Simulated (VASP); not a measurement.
# Ge3W2 (P-4m2) in VASP: relaxation of cell and atoms with PBE

Aim: the relaxation of cell and atoms of Ge3W2 with PBE.

Program: VASP 6.6.1. These are calculated values, not measurements. Logs are shortened: lines on timing, memory, paths and dates and some standing lists are left out, and cuts for length are marked.

**1. The cell of the first run**

Symmetry: P-4m2, No. 115, tetragonal system. The conventional cell has a = 4.342 Å, b = 4.342 Å, c = 5.016 Å, α = 90.00°, β = 90.00°, γ = 90.00°. Ge (site symmetry 2mm) has 1 Ge at 1.92 Å and 2 W at 2.19 Å within 2.5 Å. Ge (site symmetry -4m2) has 4 W at 2.51 Å within 3.3 Å. W (site symmetry 2mm) has 4 Ge at 2.19 to 2.51 Å within 2.9 Å.

The cell was built from a structure type or drawn by symmetry, and may not be a known phase.

**2. Relaxation of cell and atoms, PBE**

File INCAR:

```
SYSTEM = Ge3W2
  PREC = Accurate
  ENCUT = 600
  EDIFF = 1E-6
  ISMEAR = 0
  SIGMA = 0.1
  LREAL = .False.
  LASPH = .True.
  NELM = 100
  ALGO = Normal
  ISIF = 3
  LWAVE = .False.
  LCHARG = .False.
  GGA = PE
  IBRION = 2
  NSW = 90
  EDIFFG = -0.04
```

File KPOINTS:

```
regular mesh
0
Gamma
  4 4 4
  0 0 0
```

File POSCAR:

```
Ge3W2
1.0
    4.3417205300      0.0000000000      0.0000000000
    0.0000000000      4.3417205300      0.0000000000
    0.0000000000      0.0000000000      5.0161713400
Ge W
3 2
Direct
    0.0000000000      0.0000000000      0.8090468800
    0.0000000000      0.0000000000      0.1909531200
    0.5000000000      0.5000000000      0.5000000000
    0.0000000000      0.5000000000      0.2484511700
    0.5000000000      0.0000000000      0.7515488300
```

Potentials or basis: VASP PAW PBE potentials, release 64 (Ge_d, W_sv).

Command:

```
$ cat potpaw_PBE.64/Ge_d/POTCAR potpaw_PBE.64/W_sv/POTCAR > POTCAR
$ mpirun -np 1 vasp_std > vasp.out
```

OUTCAR:

```text
SYSTEM = Ge3W2
   PREC = Accurate
   ENCUT = 600
   EDIFF = 1E-6
   ISMEAR = 0
   LREAL = .False.
   LASPH = .True.
   NELM = 100
   ISIF = 3
   GGA = PE
   IBRION = 2
   NSW = 90
   EDIFFG = -0.04

 ion  position               nearest neighbor table
   1  0.000  0.000  0.809-   2 1.92   5 2.19   5 2.19   4 3.09   4 3.09
   2  0.000  0.000  0.191-   1 1.92   4 2.19   4 2.19   5 3.09   5 3.09
   3  0.500  0.500  0.500-   4 2.51   5 2.51   5 2.51   4 2.51
   4  0.000  0.500  0.248-   2 2.19   2 2.19   3 2.51   3 2.51   1 3.09   1 3.09
   5  0.500  0.000  0.752-   1 2.19   1 2.19   3 2.51   3 2.51   2 3.09   2 3.09

  LATTYP: Found a simple tetragonal cell.
 ALAT       =     4.3417205300
 C/A-ratio  =     1.1553418294

  Lattice vectors:

 A1 = (   4.3417205300,   0.0000000000,   0.0000000000)
 A2 = (   0.0000000000,   4.3417205300,   0.0000000000)
 A3 = (   0.0000000000,   0.0000000000,   5.0161713400)

Analysis of symmetry for initial positions (statically):
=====================================================================
 Subroutine PRICEL returns:
 Original cell was already a primitive cell.

 Routine SETGRP: Setting up the symmetry group for a
 simple tetragonal supercell.

 Subroutine GETGRP returns: Found  8 space group operations
 (whereof  8 operations were pure point group operations)
 out of a pool of 16 trial point group operations.

The static configuration has the point symmetry D_2d.

Analysis of symmetry for dynamics (positions and initial velocities):
=====================================================================
 Subroutine PRICEL returns:
 Original cell was already a primitive cell.

 Routine SETGRP: Setting up the symmetry group for a
 simple tetragonal supercell.

 Subroutine GETGRP returns: Found  8 space group operations
 (whereof  8 operations were pure point group operations)
 out of a pool of 16 trial point group operations.

The dynamic configuration has the point symmetry D_2d.

 Subroutine INISYM returns: Found  8 space group operations
 (whereof  8 operations are pure point group operations),
 and found     1 'primitive' translations

----------------------------------------------------------------------------------------

                                     Primitive cell

  volume of cell :      94.5575

  direct lattice vectors                    reciprocal lattice vectors
     4.341720530  0.000000000  0.000000000     0.230323438  0.000000000  0.000000000
     0.000000000  4.341720530  0.000000000     0.000000000  0.230323438  0.000000000
     0.000000000  0.000000000  5.016171340     0.000000000  0.000000000  0.199355232

  length of vectors
     4.341720530  4.341720530  5.016171340     0.230323438  0.230323438  0.199355232

  position of ions in fractional coordinates (direct lattice)
     0.000000000  0.000000000  0.809046880
     0.000000000  0.000000000  0.190953120
     0.500000000  0.500000000  0.500000000
     0.000000000  0.500000000  0.248451170
     0.500000000  0.000000000  0.751548830

  ion indices of the primitive-cell ions
   primitive index   ion index
                 1           1
                 2           2
                 3           3
                 4           4
                 5           5

----------------------------------------------------------------------------------------

 KPOINTS: regular mesh

Automatic generation of k-mesh.
 Grid dimensions read from file:
 generate k-points for:    4    4    4

 Generating k-lattice:

  Cartesian coordinates                     Fractional coordinates (reciprocal lattice)
     0.057580860  0.000000000  0.000000000     0.250000000  0.000000000  0.000000000
     0.000000000  0.057580860  0.000000000     0.000000000  0.250000000  0.000000000
     0.000000000  0.000000000  0.049838808     0.000000000  0.000000000  0.250000000

  Length of vectors
     0.057580860  0.057580860  0.049838808

  Shift w.r.t. Gamma in fractional coordinates (k-lattice)
     0.000000000  0.000000000  0.000000000

 Subroutine IBZKPT returns following result:
 ===========================================

 Found     18 irreducible k-points:

 Following reciprocal coordinates:
            Coordinates               Weight
  0.000000  0.000000  0.000000      1.000000
  0.250000  0.000000  0.000000      4.000000
  0.500000  0.000000  0.000000      2.000000
  0.250000  0.250000  0.000000      4.000000
  0.500000  0.250000  0.000000      4.000000
  0.500000  0.500000  0.000000      1.000000
[... 10 lines left out ...]
  0.500000  0.250000  0.500000      4.000000
  0.500000  0.500000  0.500000      1.000000
   k-points           NKPTS =     18   k-points in BZ     NKDIM =     18   number of bands    NBANDS=     42
   number of dos      NEDOS =    301   number of ions     NIONS =      5
   total plane-waves  NPLWV =  51840
   dimension x,y,z NGX =    36 NGY =   36 NGZ =   40
   dimension x,y,z NGXF=    72 NGYF=   72 NGZF=   80
   ions per type =               3   2
   NGX,Y,Z   is equivalent  to a cutoff of  13.78, 13.78, 13.26 a.u.
   NGXF,Y,Z  is equivalent  to a cutoff of  27.57, 27.57, 26.51 a.u.
 SYSTEM =  Ge3W2
   PREC   = accura    normal or accurate (medium, high low for compatibility)
   ISTART =      0    job   : 0-new  1-cont  2-samecut
   ICHARG =      2    charge: 1-file 2-atom 10-const
   ISPIN  =      1    spin polarized calculation?
   LNONCOLLINEAR =      F non collinear calculations
   LSORBIT =      F    spin-orbit coupling
   LASPH  =      T    aspherical Exc in radial PAW
   ENCUT  =  600.0 eV  44.10 Ry    6.64 a.u.   8.67  8.67 10.02*2*pi/ulx,y,z
   NELM   =    100;   NELMIN=  2; NELMDL= -5     # of ELM steps
   EDIFF  = 0.1E-05   stopping-criterion for ELM
   LREAL  =      F    real-space projection
   EDIFFG = -.4E-01   stopping-criterion for IOM
   NSW    =     90    number of steps for IOM
   IBRION =      2    ionic relax: 0-MD 1-quasi-New 2-CG
   NFREE  =      1    steps in history (QN), initial steepest desc. (CG)
   ISIF   =      3    stress and relaxation
   ISYM   =      2    0-nonsym 1-usesym 2-fastsym
   POTIM  = 0.5000    time-step for ionic-motion
   TEBEG  =    0.0;   TEEND  =   0.0 temperature during run
   PSTRESS=    0.0 pullay stress
   NELECT =      70.0000    total number of electrons
   NUPDOWN=      -1.0000    fix difference up-down
   EMIN   =  10.00;   EMAX   =-10.00  energy-range for DOS
   EFERMI =   0.00;   METHOD = LEGACY
   ISMEAR =     0;   SIGMA  =   0.10  broadening in eV -4-tet -1-fermi 0-gaus
   EFERMI_NEDOS =   21; number of points for ismear=-14 and -15
   IALGO  =     38    algorithm
   IMIX   =      4    mixing-type and parameters
     AMIX     =   0.40;   BMIX     =  1.00
     AMIX_MAG =   1.60;   BMIX_MAG =  1.00
  volume/ion in A,a.u.               =      18.91       127.62
  Fermi-wavevector in a.u.,A,eV,Ry     =   1.480956  2.798601 29.840714  2.193231
  Thomas-Fermi vector in A             =   2.594926
   LORBIT       =      0    0 simple, 1 ext, 2 COOP (PROOUT), +10 PAW based schemes
   GGA     = PE    functional components
   LHFCALC =     F    Hartree Fock is set to
   AEXX    =    0.0000 exact exchange contribution
   IVDW    =     0    specifies the selected vdW correction
   LEPSILON=     F    determine dielectric tensor
   LRPA    =     F    only Hartree local field effects (RPA)
 conjugate gradient relaxation of ions
 non-spin polarized calculation
 Gauss-broadening in eV      SIGMA  =   0.10
  energy-cutoff  :      600.00
  volume of cell :       94.56
 maximum number of plane-waves:      3184
 NGX is ok and might be reduce to    36
   NGX = 17   NGY = 17   NGZ = 21

--------------------------------------- Ionic step        1  -------------------------------------------

 number of electron      70.0000008 magnetization

 Free energy of the ion-electron system (eV)
  ---------------------------------------------------
  ext. energy  EPLUGINS =         0.00000000
  ---------------------------------------------------
  free energy    TOTEN  =       -26.88852674 eV

  energy without entropy =      -26.86205243  energy(sigma->0) =      -26.87528958

------------------------ aborting loop because EDIFF is reached ----------------------------------------

  FORCE on cell =-STRESS in cart. coord.  units (eV):
  Direction    XX          YY          ZZ          XY          YZ          ZX
  --------------------------------------------------------------------------------------
  -------------------------------------------------------------------------------------
  Total       24.2963127     24.2963127     25.7366399      0.0000000      0.0000000      0.0000000
  in kB      411.6753450    411.6753450    436.0801678      0.0000000      0.0000000      0.0000000
  external PRESSURE =     419.8102859 kB  Pullay stress =       0.0000000 kB
[... 24 lines left out ...]
  energy  without entropy=      -26.8620524291  energy(sigma->0) =      -26.87528958

--------------------------------------- Ionic step        2  -------------------------------------------

 number of electron      70.0000073 magnetization

 E-fermi :   1.7925     XC(G=0):  -8.4434

 val. band max:        1.7863240606   @ k =   0.5000   0.2500   0.0000
 cond. band min:       1.8032009233   @ k =   0.5000   0.2500   0.5000
 fundamental gap:      0.0168768628
 Fermi energy:         1.7925466095

 k-point     1 :       0.0000    0.0000    0.0000
  band No.  band energies     occupation
      1     -72.5761      2.00000
      2     -72.5761      2.00000
      3     -36.7957      2.00000
      4     -36.7948      2.00000
      5     -36.7053      2.00000
      6     -36.7053      2.00000
[... 870 lines left out ...]
  FREE ENERGIE OF THE ION-ELECTRON SYSTEM (eV)
  ---------------------------------------------------
  free  energy   TOTEN  =       -30.8836087134 eV

  energy  without entropy=      -30.8352949795  energy(sigma->0) =      -30.85945185

 E-fermi :   4.2658     XC(G=0):  -9.7705

 val. band max:        4.2459571730   @ k =   0.0000   0.0000   0.5000
 cond. band min:       4.2754460607   @ k =   0.5000   0.0000   0.0000
 fundamental gap:      0.0294888878
 Fermi energy:         4.2657897675

 k-point     1 :       0.0000    0.0000    0.0000
  band No.  band energies     occupation
      1     -69.9060      2.00000
      2     -69.9024      2.00000
      3     -34.2369      2.00000
      4     -34.2369      2.00000
      5     -34.1301      2.00000
      6     -34.1301      2.00000
[... 799 lines left out ...]
     41       8.1376      0.00000
     42       9.6553      0.00000

[... ionic steps 4 to 33 ...]

--------------------------------------- Ionic step       34  -------------------------------------------

 number of electron      70.0000015 magnetization

------------------------ aborting loop because EDIFF is reached ----------------------------------------

  FORCE on cell =-STRESS in cart. coord.  units (eV):
  Direction    XX          YY          ZZ          XY          YZ          ZX
  --------------------------------------------------------------------------------------
  -------------------------------------------------------------------------------------
  Total       -0.1239130     -0.1239130     -0.3439769      0.0000000     -0.0000000      0.0000000
  in kB       -1.6531873     -1.6531873     -4.5891737      0.0000000     -0.0000000      0.0000000
  external PRESSURE =      -2.6318494 kB  Pullay stress =       0.0000000 kB
[... 63 lines left out ...]
  energy  without entropy=      -34.4149993728  energy(sigma->0) =      -34.43376471

--------------------------------------- Ionic step       36  -------------------------------------------

 number of electron      70.0000029 magnetization

 Free energy of the ion-electron system (eV)
  ---------------------------------------------------
  ext. energy  EPLUGINS =         0.00000000
  ---------------------------------------------------
  free energy    TOTEN  =       -34.45330824 eV

  energy without entropy =      -34.41597419  energy(sigma->0) =      -34.43464121

 E-fermi :   4.6833     XC(G=0): -10.0419

 val. band max:        4.6655895195   @ k =   0.0000   0.0000   0.0000
 cond. band min:       4.6980614357   @ k =   0.5000   0.2500   0.5000
 fundamental gap:      0.0324719162
 Fermi energy:         4.6833285765

 k-point     1 :       0.0000    0.0000    0.0000
  band No.  band energies     occupation
      1     -69.3228      2.00000
      2     -69.3146      2.00000
      3     -33.7197      2.00000
      4     -33.7197      2.00000
      5     -33.5083      2.00000
      6     -33.5083      2.00000
[... 831 lines left out ...]
  FREE ENERGIE OF THE ION-ELECTRON SYSTEM (eV)
  ---------------------------------------------------
  free  energy   TOTEN  =       -34.4533082363 eV

  energy  without entropy=      -34.4159741910  energy(sigma->0) =      -34.43464121

 reached required accuracy - stopping structural energy minimisation
```

Wall time 48 min (1 thread of Intel Xeon 8259CL, shared host); peak memory 0.28 GiB.

Results:

- Free energy: -34.4533 eV
- Relaxed volume: 23.87 Å³/atom
- Relaxed cell: a = 4.730 Å, b = 4.730 Å, c = 5.335 Å, α = 90.00°, β = 90.00°, γ = 90.00°
- Space group after relaxing (to 0.1 Å): P4/mmm (No. 123)
- Energy gained by relaxing: 1513.0 meV/atom
- Ionic steps: 36
- Pressure after relaxing: 0.1 GPa
- Largest force after relaxing: 0.016 eV/Å
- Band gap on the k mesh: zero (bands 35 and 36 overlap by 0.77 eV)

Forces on the atoms (eV/Å):
```
Ge   0.000  0.000 -0.016
Ge   0.000  0.000  0.016
Ge   0.000  0.000  0.000
W    0.000  0.000 -0.015
W    0.000  0.000  0.015
```

Step by step:
| step | energy change (eV) | largest force (eV/Å) | pressure (GPa) | volume (Å³) |
| --- | --- | --- | --- | --- |
| 1 | 0.0000 | 10.7201 | 41.98 | 94.56 |
| 2 | -0.2668 | 1.0107 | -12.81 | 179.87 |
| 3 | -3.9951 | 0.5690 | -2.31 | 124.81 |
| 4 | -4.0298 | 0.5091 | -1.03 | 122.82 |
| 5 | -4.0485 | 0.3997 | 0.81 | 120.16 |
| 6 | -4.1621 | 0.6716 | -2.77 | 122.53 |
| 7 | -4.1621 | 0.6744 | -2.81 | 122.56 |
| 8 | -4.2524 | 0.7910 | -0.83 | 118.28 |
| 9 | -4.2592 | 0.8337 | -0.06 | 116.81 |
| 10 | -4.3483 | 1.1240 | 1.83 | 114.97 |
| 11 | -4.5615 | 1.9616 | 8.64 | 109.56 |
| 12 | -3.9639 | 4.8083 | 29.28 | 99.25 |
| 13 | -4.5774 | 2.0487 | 11.10 | 107.89 |
| 14 | -4.5791 | 2.0643 | 12.89 | 106.83 |
| 15 | -4.5854 | 2.0802 | 13.05 | 106.77 |
| 16 | -4.6037 | 2.1654 | 13.37 | 106.58 |
| 17 | -4.6374 | 2.3377 | 14.12 | 106.21 |
| 18 | -4.6907 | 2.6888 | 15.67 | 105.46 |
| 19 | -4.7461 | 3.3923 | 18.85 | 103.98 |
| 20 | -4.8854 | 3.3992 | 18.12 | 104.45 |
| 21 | -5.2824 | 3.3258 | 16.00 | 105.87 |
| 22 | -6.0252 | 2.9904 | 11.83 | 108.74 |
| 23 | -7.0441 | 2.2368 | 4.47 | 114.63 |
| 24 | -6.8710 | 1.4586 | -5.38 | 127.05 |
| 25 | -7.2595 | 2.0011 | -0.51 | 119.98 |
| 26 | -7.2604 | 2.0194 | -0.28 | 119.65 |
| 27 | -7.3459 | 1.6845 | -0.22 | 119.63 |
| 28 | -7.5120 | 0.8320 | 0.06 | 119.57 |
| 29 | -7.5036 | 0.5046 | 1.36 | 119.29 |
| 30 | -7.5603 | 0.1195 | 0.55 | 119.45 |
| 31 | -7.5606 | 0.1616 | 0.50 | 119.46 |
| 32 | -7.5632 | 0.0861 | -0.07 | 119.91 |
| 33 | -7.5634 | 0.0604 | -0.23 | 120.06 |
| 34 | -7.5634 | 0.0556 | -0.26 | 120.09 |
| 35 | -7.5640 | 0.0390 | -0.33 | 119.91 |
| 36 | -7.5648 | 0.0161 | 0.05 | 119.36 |

Final structure:
```
Ge W
1.0
     4.72988    0.00000    0.00000
     0.00000    4.72988    0.00000
     0.00000    0.00000    5.33538
Ge W
3 2
Direct
  0.00000 0.00000 0.76363
  0.00000 0.00000 0.23637
  0.50000 0.50000 0.50000
  0.00000 0.50000 0.50092
  0.50000 0.00000 0.49908
```

Caveat: the k points lie up to 0.33 Å⁻¹ apart in the final cell, too coarse for converged energies and pressures of a metal; the volume moved by over 15 % at a fixed basis, so the end points are rough; spin-orbit coupling is left out, which moves the levels of the heavy elements.
